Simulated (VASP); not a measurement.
# HfB2 (P-1) in VASP: relaxation of the atoms with pbesol exchange, pbe correlation

Aim: the relaxation of the atoms of HfB2 with pbesol exchange, pbe correlation.

Program: VASP 6.6.1. These are calculated values, not measurements. Logs are shortened: lines on timing, memory, paths and dates and some standing lists are left out, and cuts for length are marked.

### Step 1. The cell of the first run

The typed cell holds 3 atoms: a = 3.124 Å, b = 3.137 Å, c = 3.518 Å, α = 92.77°, β = 89.38°, γ = 120.35°.

### Step 2. Relaxation of the atoms, pbesol exchange, pbe correlation, non-collinear spin, zero start, spin-orbit coupling

The input, INCAR:

```
SYSTEM = HfB2
PREC = Accurate
ENCUT = 450
EDIFF = 1E-7
ISMEAR = -1
SIGMA = 0.01
LREAL = .FALSE.
LASPH = .TRUE.
NELM = 200
ALGO = Normal
ISIF = 2
LWAVE = .FALSE.
LCHARG = .FALSE.
MAGMOM = 0 0 0 0 0 0 0 0 0
LORBIT = 11
LSORBIT = .TRUE.
GGA_COMPAT = .FALSE.
LORBMOM = .TRUE.
LMAXMIX = 4
GGA = LIBXC
LIBXC1 = GGA_X_PBE_SOL
LIBXC2 = GGA_C_PBE
IBRION = 2
NSW = 80
EDIFFG = -0.02
NELMIN = 4
KPAR = 4
```

The input, KPOINTS:

```
regular mesh
0
G
  8 8 6
  0 0 0
```

The input, POSCAR:

```
HfB2
1.0
    3.1236280000     -0.0133170000      0.0169150000
   -1.5733460000      2.7133590000     -0.0762090000
    0.0187470000     -0.0867040000      3.5168810000
Hf B
1 2
Direct
    0.0000000000      0.0000000000      0.0000000000
    0.6666666667      0.3333333333      0.5000000000
    0.3333333333      0.6666666667      0.5000000000
```

Potentials or basis: VASP PAW PBE potentials, release 64 (Hf_pv, B).

Started as:

```
$ cat potpaw_PBE.64/Hf_pv/POTCAR potpaw_PBE.64/B/POTCAR > POTCAR
$ mpirun -np 4 vasp_ncl > vasp.out
```

OUTCAR:

```text
SYSTEM = HfB2
   PREC = Accurate
   ENCUT = 450
   EDIFF = 1E-7
   ISMEAR = -1
   LREAL = .FALSE.
   LASPH = .TRUE.
   NELM = 200
   ISIF = 2
   LORBIT = 11
   LSORBIT = .TRUE.
   GGA = LIBXC
   IBRION = 2
   NSW = 80
   EDIFFG = -0.02
   NELMIN = 4

 ion  position               nearest neighbor table
   1  0.000  0.000  0.000-   3 2.46   2 2.46   3 2.48   2 2.48   2 2.50   3 2.50   3 2.53   2 2.53
                             3 2.57   2 2.57   2 2.58   3 2.58
   2  0.667  0.333  0.500-   3 1.80   3 1.81   3 1.81   1 2.46   1 2.48   1 2.50   1 2.53   1 2.57
                             1 2.58
   3  0.333  0.667  0.500-   2 1.80   2 1.81   2 1.81   1 2.46   1 2.48   1 2.50   1 2.53   1 2.57
                             1 2.58

  LATTYP: Found a triclinic cell.
 ALAT       =     3.1374420330
 B/A-ratio  =     2.0109737251
 C/A-ratio  =     0.9956206848
 COS(alpha) =     0.0013813549
 COS(beta)  =     0.5052807076
 COS(gamma) =     0.7174673584

  Lattice vectors:

 A1 = (   1.5733460000,  -2.7133590000,   0.0762090000)
 A2 = (   0.0043170000,  -5.3266970000,  -3.3813780000)
 A3 = (   3.1236280000,  -0.0133170000,   0.0169150000)

Analysis of symmetry for initial positions (statically):
=====================================================================
 Subroutine PRICEL returns:
 Original cell was already a primitive cell.

 Routine SETGRP: Setting up the symmetry group for a
 triclinic supercell.

 Subroutine GETGRP returns: Found  2 space group operations
 (whereof  2 operations were pure point group operations)
 out of a pool of  2 trial point group operations.

The static configuration has the point symmetry S_2 .

Analysis of symmetry for dynamics (positions and initial velocities):
=====================================================================
 Subroutine PRICEL returns:
 Original cell was already a primitive cell.

 Routine SETGRP: Setting up the symmetry group for a
 triclinic supercell.

 Subroutine GETGRP returns: Found  2 space group operations
 (whereof  2 operations were pure point group operations)
 out of a pool of  2 trial point group operations.

The dynamic configuration has the point symmetry S_2 .

Analysis of structural, dynamic, and magnetic symmetry:
=====================================================================
 Subroutine PRICEL returns:
 Original cell was already a primitive cell.

 Routine SETGRP: Setting up the symmetry group for a
 triclinic supercell.

 Subroutine GETGRP returns: Found  2 space group operations
 (whereof  2 operations were pure point group operations)
 out of a pool of  2 trial point group operations.

The overall configuration has the point symmetry S_2 .

 Subroutine INISYM returns: Found  2 space group operations
 (whereof  2 operations are pure point group operations),
 and found     1 'primitive' translations

----------------------------------------------------------------------------------------

                                     Primitive cell

  volume of cell :      29.7145

  direct lattice vectors                    reciprocal lattice vectors
     3.123628000 -0.013317000  0.016915000     0.320918648  0.186166105  0.002878995
    -1.573346000  2.713359000 -0.076209000     0.001526784  0.369687948  0.009106024
     0.018747000 -0.086704000  3.516881000    -0.001510425  0.007115552  0.284526335

  length of vectors
     3.123702185  3.137442033  3.517999574     0.371018714  0.369803231  0.284619304

  position of ions in fractional coordinates (direct lattice)
     0.000000000  0.000000000  0.000000000
     0.666666667  0.333333333  0.500000000
     0.333333333  0.666666667  0.500000000

  ion indices of the primitive-cell ions
   primitive index   ion index
                 1           1
                 2           2
                 3           3

[... 157 lines left out ...]

  energy  without entropy=      -28.9663232261  energy(sigma->0) =      -28.96639871

--------------------------------------- Ionic step        2  -------------------------------------------

 number of electron      15.9999998 magnetization      -0.0000000      0.0000001     -0.0000000

 number of electron      15.9999998 magnetization       0.0000000     -0.0000000      0.0000000

 Free energy of the ion-electron system (eV)
  ---------------------------------------------------
  ext. energy  EPLUGINS =         0.00000000
  ---------------------------------------------------
  free energy    TOTEN  =       -28.96651263 eV

  energy without entropy =      -28.96636062  energy(sigma->0) =      -28.96643662

 E-fermi :   7.6844     XC(G=0): -12.7060

 val. band max:        7.6267783304   @ k =   0.1250  -0.2500   0.1667
 cond. band min:       7.6948160550   @ k =  -0.1250  -0.1250   0.1667
 fundamental gap:      0.0680377246
 Fermi energy:         7.6844238155

 k-point     1 :       0.0000    0.0000    0.0000
  band No.  band energies     occupation
      1     -27.3762      1.00000
      2     -27.3762      1.00000
      3     -20.5989      1.00000
      4     -20.5989      1.00000
      5     -20.1753      1.00000
      6     -20.1753      1.00000
[... 637 lines left out ...]
     23      15.5795      0.00000
     24      15.5795      0.00000

 [... further k-points ...]
[... 5 lines left out ...]
  --------------------------------------------------------------------------------------
  -------------------------------------------------------------------------------------
  Total       -0.3378281     -0.2508037     -1.8092457      0.3998945      2.3536488     -0.4764459
  in kB      -18.2153384    -13.5230741    -97.5526304     21.5618934    126.9062717    -25.6894615
  external PRESSURE =     -43.0970143 kB  Pullay stress =       0.0000000 kB

 VOLUME and BASIS-vectors are now :
 -----------------------------------------------------------------------------
  energy-cutoff  :      450.00
  volume of cell :       29.71
      direct lattice vectors                 reciprocal lattice vectors
     3.123628000 -0.013317000  0.016915000     0.320918648  0.186166105  0.002878995
    -1.573346000  2.713359000 -0.076209000     0.001526784  0.369687948  0.009106024
     0.018747000 -0.086704000  3.516881000    -0.001510425  0.007115552  0.284526335

 POSITION                                       TOTAL-FORCE (eV/Angst)
 -----------------------------------------------------------------------------------
     -1.55460      2.62665      3.44067         0.000000     -0.000000      0.000000
      1.56648      0.85087      1.74415         0.005454      0.007529      0.000223
      0.00255      1.76246      1.71344        -0.005454     -0.007529     -0.000223
 -----------------------------------------------------------------------------------
    total drift:                                0.000000     -0.000000      0.000000

  FREE ENERGIE OF THE ION-ELECTRON SYSTEM (eV)
  ---------------------------------------------------
  free  energy   TOTEN  =       -28.9665126287 eV

  energy  without entropy=      -28.9663606176  energy(sigma->0) =      -28.96643662

 reached required accuracy - stopping structural energy minimisation

 orbital moment (x)

 # of ion     p       d       tot
 ----------------------------------------
  1        -0.000   0.000   0.000
  2         0.000   0.000   0.000
  3         0.000   0.000   0.000
 ----------------------------------------
            0.000   0.000   0.000

 orbital moment (y)

 # of ion     p       d       tot
 ----------------------------------------
  1         0.000   0.000   0.000
  2        -0.000   0.000  -0.000
  3        -0.000   0.000  -0.000
 ----------------------------------------
            0.000   0.000   0.000

 orbital moment (z)

 # of ion     p       d       tot
 ----------------------------------------
  1        -0.000  -0.000  -0.000
  2        -0.000   0.000  -0.000
  3        -0.000   0.000  -0.000
 ----------------------------------------
           -0.000  -0.000  -0.000

 Spin-Orbit-Coupling matrix elements

 Ion:    1  E_soc:     -1.3203513
 l=   1
     0.0000000    -0.2117910    -0.2124761
    -0.2117910     0.0000000    -0.2117402
    -0.2124761    -0.2117402     0.0000000
 l=   2
     0.0000000    -0.0015925     0.0000000    -0.0016083    -0.0079860
    -0.0015925     0.0000000    -0.0042499    -0.0012952    -0.0016169
     0.0000000    -0.0042499     0.0000000    -0.0042161     0.0000000
    -0.0016083    -0.0012952    -0.0042161     0.0000000    -0.0016035
    -0.0079860    -0.0016169     0.0000000    -0.0016035     0.0000000
 l=   3
     0.0000000     0.0000000     0.0000000     0.0000000     0.0000000     0.0000000     0.0000000
     0.0000000     0.0000000     0.0000000     0.0000000     0.0000000     0.0000000     0.0000000
     0.0000000     0.0000000     0.0000000     0.0000000     0.0000000     0.0000000     0.0000000
     0.0000000     0.0000000     0.0000000     0.0000000     0.0000000     0.0000000     0.0000000
[... 29 lines left out ...]
 l=   2
     0.0000000     0.0000000     0.0000000     0.0000000     0.0000000
     0.0000000     0.0000000     0.0000000     0.0000000     0.0000000
     0.0000000     0.0000000     0.0000000     0.0000000     0.0000000
     0.0000000     0.0000000     0.0000000     0.0000000     0.0000000
     0.0000000     0.0000000     0.0000000     0.0000000     0.0000000
 l=   3
     0.0000000     0.0000000     0.0000000     0.0000000     0.0000000     0.0000000     0.0000000
     0.0000000     0.0000000     0.0000000     0.0000000     0.0000000     0.0000000     0.0000000
     0.0000000     0.0000000     0.0000000     0.0000000     0.0000000     0.0000000     0.0000000
     0.0000000     0.0000000     0.0000000     0.0000000     0.0000000     0.0000000     0.0000000
     0.0000000     0.0000000     0.0000000     0.0000000     0.0000000     0.0000000     0.0000000
     0.0000000     0.0000000     0.0000000     0.0000000     0.0000000     0.0000000     0.0000000
     0.0000000     0.0000000     0.0000000     0.0000000     0.0000000     0.0000000     0.0000000

 total charge

# of ion       s       p       d       tot
------------------------------------------
    1        0.304   6.638   1.853   8.795
    2        0.662   1.268   0.000   1.930
    3        0.662   1.268   0.000   1.930
--------------------------------------------------
tot          1.627   9.174   1.853  12.655

 magnetization (x)

# of ion       s       p       d       tot
------------------------------------------
    1        0.000  -0.000   0.000  -0.000
    2        0.000  -0.000   0.000  -0.000
    3        0.000  -0.000   0.000  -0.000
--------------------------------------------------
tot          0.000  -0.000   0.000  -0.000

 magnetization (y)

# of ion       s       p       d       tot
------------------------------------------
    1        0.000   0.000   0.000   0.000
    2       -0.000  -0.000   0.000  -0.000
    3       -0.000  -0.000   0.000  -0.000
--------------------------------------------------
tot          0.000  -0.000   0.000   0.000

 magnetization (z)

# of ion       s       p       d       tot
------------------------------------------
    1       -0.000  -0.000  -0.000  -0.000
    2        0.000   0.000   0.000   0.000
    3        0.000   0.000   0.000   0.000
--------------------------------------------------
tot          0.000  -0.000  -0.000  -0.000
```

Run time: 2.4 min. Hardware: 4 MPI ranks of Intel Xeon Platinum 8375C at 2.90GHz (Ice Lake), shared host; peak memory 0.32 GiB.

Results:

```
Free energy                                           : -28.9665 eV
Energy gained by relaxing                             : 0.0 meV/atom
Ionic steps                                           : 2
Pressure after relaxing                               : -4.3 GPa
Largest force after relaxing                          : 0.009 eV/Å
Net moment                                            : 0.00 μB per cell
Valence electrons inside the program's atomic spheres : Hf 8.79; B 1.93
```

Forces on the atoms (eV/Å):
```
Hf   0.000  0.000  0.000
B    0.005  0.008  0.000
B   -0.005 -0.008  0.000
```

Stress tensor (GPa, compression positive):
```
-1.82  2.16 -2.57
 2.16 -1.35 12.69
-2.57 12.69 -9.76
```

Final structure:
```
Hf B
1.0
     3.12363   -0.01332    0.01691
    -1.57335    2.71336   -0.07621
     0.01875   -0.08670    3.51688
Hf B
1 2
Direct
  0.00000 0.00000 0.00000
  0.66614 0.33283 0.49994
  0.33386 0.66717 0.50006
```

Moments on the atoms (μB; x, y, z):
```
Hf  0.00 0.00 0.00
B   0.00 0.00 0.00
B   0.00 0.00 0.00
```

Caveat: the PAW data sets were made with another functional, which shifts forces and pressure a little.
